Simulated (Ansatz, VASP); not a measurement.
Pt in VASP and in Ansatz

```
Pt
1.0
     0.00000    1.98496    1.98496
     1.98496    0.00000    1.98496
     1.98496    1.98496    0.00000
Pt
1
Cartesian
  0.0000 0.0000 0.0000
```

Alike in both runs: task single point; functional PBE; k mesh 22 × 22 × 22; occupations gaussian, width 0.15 eV; no spin polarisation.

```csv
,VASP,Ansatz
version,VASP 6.6.1,Ansatz 0.2.0
potentials or method,"VASP PAW PBE potentials, release 64 (Pt), cutoff 520 eV","scalar-relativistic, plane waves, PAW"
valence electrons in the cell,10,18
```

|  | VASP | Ansatz | Ansatz less VASP |
| --- | --- | --- | --- |
| gap on the k mesh at the Fermi level (eV) | none | none | - |
| pressure (GPa) | -0.4 | 0.1 | +0.47 |

A gap of «none» marks a metal or a gap that the smearing closes. VASP's potentials hold 10 valence electrons a cell and Ansatz's 18, so a difference there can come from the potentials and not from the codes.

Neither program's run includes spin-orbit coupling.
